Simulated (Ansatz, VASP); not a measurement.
**One calculation of ZrC, two programs**

File INCAR:

```
PREC = Accurate
ENCUT = 520
EDIFF = 1E-6
ISMEAR = -1
SIGMA = 0.05
LREAL = False
LASPH = True
NELM = 60
ALGO = Normal
ISIF = 2
LWAVE = False
LCHARG = False
GGA = PE
NBANDS = 15
```

Contents of KPOINTS:

```
Automatic mesh
0
Gamma
  12 12 12
```

The input POSCAR:

```
ZrC
1.0
    0.0000000000      2.3650000000      2.3650000000
    2.3650000000      0.0000000000      2.3650000000
    2.3650000000      2.3650000000      0.0000000000
Zr C
1 1
Direct
    0.5000000000      0.5000000000      0.5000000000
    0.0000000000      0.0000000000      0.0000000000
```

Input for Ansatz:

```yaml
crystal:
  lattice:
    - [0.0, 2.365, 2.365]
    - [2.365, 0.0, 2.365]
    - [2.365, 2.365, 0.0]
  atoms:
    - { symbol: Zr, position: [0.5, 0.5, 0.5] }
    - { symbol: C, position: [0.0, 0.0, 0.0] }
kpoints:
  mp_grid: { grid: [12, 12, 12] }
scf:
  occupations: { method: fermi_dirac, width: 0.05 }
  lower_state_search: "off"
hamiltonian:
  xc: pbe
  pseudopotentials: { kind: all_electron, lapw: { basis_error: 0.001 } }
output:
  forces: true
  stress: true
  eigenvalues: false
  populations: true
  dos: { projected: true, de: 0.1, e_range: [-8, 5] }
```

Alike in both runs: task single point; functional PBE; k mesh 12 × 12 × 12; occupations fermi-dirac, width 0.05 eV; no spin polarisation.

|  | VASP | Ansatz |
| --- | --- | --- |
| version | VASP 6.6.1 | Ansatz 0.2.0 |
| potentials or method | VASP PAW PBE potentials, release 64 (Zr_sv, C), cutoff 520 eV | all-electron LAPW, scalar-relativistic |

Ansatz gave:

- pressure (GPa): -2.8

Problem. Estimate VASP's values.

Solution. Pressure (GPa): -2.6.

Ansatz ran all-electron here, and VASP with PAW potentials.
